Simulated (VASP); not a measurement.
# Sb in VASP: single point with PBE+D4

Aim: the single point of Sb with PBE+D4.

Program: VASP 6.6.1. These are calculated values, not measurements. Logs are shortened: lines on timing, memory, paths and dates and some standing lists are left out, and cuts for length are marked.

**1. The cell of the first run**

The cell holds a sheet with vacuum, 2 atoms: a = 4.059 Å, b = 4.059 Å, c = 27.100 Å, α = 90.00°, β = 90.00°, γ = 120.00°.

**2. Single point, PBE+D4**

The input, INCAR:

```
  ALGO = Normal
  DIPOL = 0.5 0.5 0.289
  EDIFF = 1E-6
  ENCUT = 400
  GGA = PE
  GGA_COMPAT = F
  IDIPOL = 3
  ISIF = 2
  ISMEAR = 0
  IVDW = 13
  LASPH = T
  LCHARG = T
  LDIPOL = T
  LELF = T
  LREAL = F
  LVACPOTAV = T
  LVHAR = T
  LWAVE = F
  NBANDS = 22
  NELM = 120
  NELMDL = -8
  PREC = Accurate
  SIGMA = 0.03
```

The input, KPOINTS:

```
k-points
0
Gamma
  12 12 1
```

The input, POSCAR:

```
Sb
1.0
    4.0585974437      0.0000000000      0.0000000000
   -2.0292987219      3.5148484900      0.0000000000
    0.0000000000      0.0000000000     27.1000000030
Sb
2
Direct
    0.3333333333      0.6666666667      0.2582503918
    0.6666666667      0.3333333333      0.3192403830
```

Potentials or basis: VASP PAW PBE potentials, release 64 (Sb_d_GW).

The run is started by

```
$ cat potpaw_PBE.64/Sb_d_GW/POTCAR > POTCAR
$ mpirun -np 1 vasp_std > vasp.out
```

OUTCAR:

```text
EDIFF = 1E-6
   ENCUT = 400
   GGA = PE
   ISIF = 2
   ISMEAR = 0
   IVDW = 13
   LASPH = T
   LREAL = F
   NELM = 120
   NELMDL = -8
   PREC = Accurate

 ion  position               nearest neighbor table
   1  0.333  0.667  0.258-   2 2.87   2 2.87   2 2.87
   2  0.667  0.333  0.319-   1 2.87   1 2.87   1 2.87

  LATTYP: Found a hexagonal cell.
 ALAT       =     4.0585974437
 C/A-ratio  =     6.6771835293

  Lattice vectors:

 A1 = (   4.0585974437,   0.0000000000,   0.0000000000)
 A2 = (  -2.0292987219,   3.5148484900,   0.0000000000)
 A3 = (   0.0000000000,   0.0000000000,  27.1000000030)

Analysis of symmetry for initial positions (statically):
=====================================================================
 Subroutine PRICEL returns:
 Original cell was already a primitive cell.

 Routine SETGRP: Setting up the symmetry group for a
 hexagonal supercell.

 Subroutine GETGRP returns: Found 12 space group operations
 (whereof  6 operations were pure point group operations)
 out of a pool of 24 trial point group operations.

The static configuration has the point symmetry C_3v.
 The point group associated with its full space group is D_3d.

Analysis of symmetry for dynamics (positions and initial velocities):
=====================================================================
 Subroutine PRICEL returns:
 Original cell was already a primitive cell.

 Routine SETGRP: Setting up the symmetry group for a
 hexagonal supercell.

 Subroutine GETGRP returns: Found 12 space group operations
 (whereof  6 operations were pure point group operations)
 out of a pool of 24 trial point group operations.

The dynamic configuration has the point symmetry C_3v.
 The point group associated with its full space group is D_3d.

 Subroutine INISYM returns: Found 12 space group operations
 (whereof  6 operations are pure point group operations),
 and found     1 'primitive' translations

----------------------------------------------------------------------------------------

                                     Primitive cell

  volume of cell :     386.5911

  direct lattice vectors                    reciprocal lattice vectors
     4.058597444  0.000000000  0.000000000     0.246390536  0.142253642  0.000000000
    -2.029298722  3.514848490  0.000000000     0.000000000  0.284507285  0.000000000
     0.000000000  0.000000000 27.100000003     0.000000000  0.000000000  0.036900369

  length of vectors
     4.058597444  4.058597444 27.100000003     0.284507285  0.284507285  0.036900369

  position of ions in fractional coordinates (direct lattice)
     0.333333333  0.666666667  0.258250392
     0.666666667  0.333333333  0.319240383

  ion indices of the primitive-cell ions
   primitive index   ion index
                 1           1
                 2           2

----------------------------------------------------------------------------------------

 KPOINTS: k-points

Automatic generation of k-mesh.
 Grid dimensions read from file:
 generate k-points for:   12   12    1

 Generating k-lattice:

  Cartesian coordinates                     Fractional coordinates (reciprocal lattice)
     0.020532545  0.011854470  0.000000000     0.083333333  0.000000000  0.000000000
     0.000000000  0.023708940  0.000000000     0.000000000  0.083333333  0.000000000
     0.000000000  0.000000000  0.036900369     0.000000000  0.000000000  1.000000000

  Length of vectors
     0.023708940  0.023708940  0.036900369

  Shift w.r.t. Gamma in fractional coordinates (k-lattice)
     0.000000000  0.000000000  0.000000000

 Subroutine IBZKPT returns following result:
 ===========================================

 Found     19 irreducible k-points:

 Following reciprocal coordinates:
            Coordinates               Weight
  0.000000  0.000000  0.000000      1.000000
  0.083333  0.000000  0.000000      6.000000
  0.166667 -0.000000  0.000000      6.000000
  0.250000  0.000000  0.000000      6.000000
  0.333333  0.000000  0.000000      6.000000
  0.416667  0.000000  0.000000      6.000000
[... 11 lines left out ...]
  0.333333  0.250000  0.000000     12.000000
  0.333333  0.333333  0.000000      2.000000
   k-points           NKPTS =     19   k-points in BZ     NKDIM =     19   number of bands    NBANDS=     22
   number of dos      NEDOS =    301   number of ions     NIONS =      2
   total plane-waves  NPLWV = 141120
   dimension x,y,z NGX =    28 NGY =   28 NGZ =  180
   dimension x,y,z NGXF=    56 NGYF=   56 NGZF=  360
   ions per type =               2
   NGX,Y,Z   is equivalent  to a cutoff of  11.47, 11.47, 11.04 a.u.
   NGXF,Y,Z  is equivalent  to a cutoff of  22.94, 22.94, 22.08 a.u.
 SYSTEM =  unknown system
   PREC   = accura    normal or accurate (medium, high low for compatibility)
   ISTART =      0    job   : 0-new  1-cont  2-samecut
   ICHARG =      2    charge: 1-file 2-atom 10-const
   ISPIN  =      1    spin polarized calculation?
   LNONCOLLINEAR =      F non collinear calculations
   LSORBIT =      F    spin-orbit coupling
   LASPH  =      T    aspherical Exc in radial PAW
   ENCUT  =  400.0 eV  29.40 Ry    5.42 a.u.   6.62  6.62 44.19*2*pi/ulx,y,z
   NELM   =    120;   NELMIN=  2; NELMDL= -8     # of ELM steps
   EDIFF  = 0.1E-05   stopping-criterion for ELM
   LREAL  =      F    real-space projection
[... 7 lines left out ...]
   TEBEG  =    0.0;   TEEND  =   0.0 temperature during run
   PSTRESS=    0.0 pullay stress
   NELECT =      30.0000    total number of electrons
   NUPDOWN=      -1.0000    fix difference up-down
   EMIN   =  10.00;   EMAX   =-10.00  energy-range for DOS
   EFERMI =   0.00;   METHOD = LEGACY
   ISMEAR =     0;   SIGMA  =   0.03  broadening in eV -4-tet -1-fermi 0-gaus
   EFERMI_NEDOS =   21; number of points for ismear=-14 and -15
   IALGO  =     38    algorithm
   IMIX   =      4    mixing-type and parameters
     AMIX     =   0.40;   BMIX     =  1.00
     AMIX_MAG =   1.60;   BMIX_MAG =  1.00
  volume/ion in A,a.u.               =     193.30      1304.42
  Fermi-wavevector in a.u.,A,eV,Ry     =   0.698283  1.319563  6.634184  0.487599
  Thomas-Fermi vector in A             =   1.781843
   LORBIT       =      0    0 simple, 1 ext, 2 COOP (PROOUT), +10 PAW based schemes
   GGA     = PE    functional components
   LHFCALC =     F    Hartree Fock is set to
   AEXX    =    0.0000 exact exchange contribution
   IVDW    =    13    specifies the selected vdW correction
   LEPSILON=     F    determine dielectric tensor
   LRPA    =     F    only Hartree local field effects (RPA)
 non-spin polarized calculation
 Gauss-broadening in eV      SIGMA  =   0.03
  energy-cutoff  :      400.00
  volume of cell :      386.59
 maximum number of plane-waves:      7097
 NGX is ok and might be reduce to    28
   NGX = 13   NGY = 13   NGZ = 89

 dipolmoment           0.000000      0.000000     -0.000000 electrons x Angstroem

 number of electron      29.9999966 magnetization

 dipolmoment           0.000000      0.000000      0.000000 electrons x Angstroem

 Free energy of the ion-electron system (eV)
  ---------------------------------------------------
  ext. energy  EPLUGINS =         0.00000000
  ---------------------------------------------------
  free energy    TOTEN  =        -8.14410549 eV

  energy without entropy =       -8.14410549  energy(sigma->0) =       -8.14410549

 E-fermi :  -2.9703     XC(G=0):  -2.0828

 val. band max:       -3.1953114609   @ k =   0.0000   0.0000   0.0000
 cond. band min:      -2.0380401206   @ k =   0.3333   0.0000   0.0000
 fundamental gap:      1.1572713403
 Fermi energy:        -2.9702764445

 k-point     1 :       0.0000    0.0000    0.0000
  band No.  band energies     occupation
      1     -31.8894      2.00000
      2     -31.8894      2.00000
      3     -31.8126      2.00000
      4     -31.8126      2.00000
      5     -31.7688      2.00000
      6     -31.6999      2.00000
[... 14 lines left out ...]
     21       1.6255      0.00000
     22       1.9066      0.00000

 k-point     2 :       0.0833    0.0000    0.0000
  band No.  band energies     occupation
      1     -31.8889      2.00000
      2     -31.8857      2.00000
      3     -31.8121      2.00000
      4     -31.8102      2.00000
      5     -31.7676      2.00000
      6     -31.7016      2.00000
[... 14 lines left out ...]
     21       1.7098      0.00000
     22       1.9940      0.00000

 k-point     3 :       0.1667   -0.0000    0.0000
  band No.  band energies     occupation
      1     -31.8873      2.00000
      2     -31.8748      2.00000
      3     -31.8109      2.00000
      4     -31.8034      2.00000
      5     -31.7640      2.00000
      6     -31.7063      2.00000
[... 14 lines left out ...]
     21       1.9549      0.00000
     22       2.2428      0.00000

 k-point     4 :       0.2500    0.0000    0.0000
  band No.  band energies     occupation
      1     -31.8851      2.00000
      2     -31.8581      2.00000
      3     -31.8091      2.00000
      4     -31.7928      2.00000
      5     -31.7577      2.00000
      6     -31.7139      2.00000
[... 14 lines left out ...]
     21       2.3533      0.00000
     22       2.6248      0.00000

 k-point     5 :       0.3333    0.0000    0.0000
  band No.  band energies     occupation
      1     -31.8829      2.00000
      2     -31.8394      2.00000
      3     -31.8049      2.00000
      4     -31.7797      2.00000
      5     -31.7496      2.00000
      6     -31.7242      2.00000
[... 292 lines left out ...]
 k-point    17 :       0.2500    0.2500    0.0000
  band No.  band energies     occupation
      1     -31.8815      2.00000
      2     -31.8094      2.00000
      3     -31.7956      2.00000
      4     -31.7729      2.00000
      5     -31.7477      2.00000
      6     -31.7338      2.00000
[... 14 lines left out ...]
     21       3.5291      0.00000
     22       3.6387      0.00000

 k-point    18 :       0.3333    0.2500    0.0000
  band No.  band energies     occupation
      1     -31.8808      2.00000
      2     -31.7988      2.00000
      3     -31.7835      2.00000
      4     -31.7651      2.00000
      5     -31.7595      2.00000
      6     -31.7309      2.00000
[... 14 lines left out ...]
     21       3.8062      0.00000
     22       4.3154      0.00000

 k-point    19 :       0.3333    0.3333    0.0000
  band No.  band energies     occupation
      1     -31.8806      2.00000
      2     -31.7819      2.00000
      3     -31.7817      2.00000
      4     -31.7817      2.00000
      5     -31.7451      2.00000
      6     -31.7451      2.00000
[... 14 lines left out ...]
     21       4.1633      0.00000
     22       4.7113      0.00000

------------------------ aborting loop because EDIFF is reached ----------------------------------------

  DFT-D4 for vdW energy calculation

  Edisp (eV):   -0.55426

  FORCE on cell =-STRESS in cart. coord.  units (eV):
  Direction    XX          YY          ZZ          XY          YZ          ZX
  --------------------------------------------------------------------------------------
  -------------------------------------------------------------------------------------
  Total      -0.11723    -0.11723    -0.11756     0.00000     0.00000     0.00000
  in kB      -0.48585    -0.48585    -0.48721     0.00000     0.00000     0.00000
  external pressure =       -0.49 kB  Pullay stress =        0.00 kB

 VOLUME and BASIS-vectors are now :
 -----------------------------------------------------------------------------
  energy-cutoff  :      400.00
  volume of cell :      386.59
      direct lattice vectors                 reciprocal lattice vectors
     4.058597444  0.000000000  0.000000000     0.246390536  0.142253642  0.000000000
    -2.029298722  3.514848490  0.000000000     0.000000000  0.284507285  0.000000000
     0.000000000  0.000000000 27.100000003     0.000000000  0.000000000  0.036900369

 POSITION                                       TOTAL-FORCE (eV/Angst)
 -----------------------------------------------------------------------------------
     -0.00000      2.34323      6.99859         0.000000     -0.000000      0.003972
      2.02930      1.17162      8.65141        -0.000000      0.000000     -0.003972
 -----------------------------------------------------------------------------------
    total drift:                               -0.000000     -0.000000      0.000136

  FREE ENERGIE OF THE ION-ELECTRON SYSTEM (eV)
  ---------------------------------------------------
  free  energy   TOTEN  =        -8.6983661663 eV

  energy  without entropy=       -8.6983661663  energy(sigma->0) =       -8.69836617

 vacuum level on the upper side and lower side of the slab         1.478         1.478
```

Wall time 2.7 min (1 thread of Intel Xeon Platinum 8375C at 2.90GHz (Ice Lake), shared host); peak memory 0.4 GiB.

Results:

```
Free energy                : -8.6984 eV
Largest force              : 0.004 eV/Å
Band gap on the k mesh     : 1.16 eV (least direct gap 1.68 eV)
Dispersion energy per atom : -0.277 eV
```

Forces in eV/Å, atoms in the order of the input:
```
Sb   0.000  0.000  0.004
Sb   0.000  0.000 -0.004
```

Levels at points of the mesh, in eV from the valence-band top:
| k point | band 13 | band 14 | band 15 | band 16 | band 17 | band 18 |
| --- | --- | --- | --- | --- | --- | --- |
| (0.00, 0.00, 0.00) | -0.85 | 0.00 | 0.00 | 1.68 | 2.78 | 2.78 |
| (0.50, 0.00, 0.00) | -3.16 | -1.68 | -1.63 | 1.58 | 2.25 | 3.48 |

Caveat: spin-orbit coupling is left out, which moves the levels of the heavy elements.
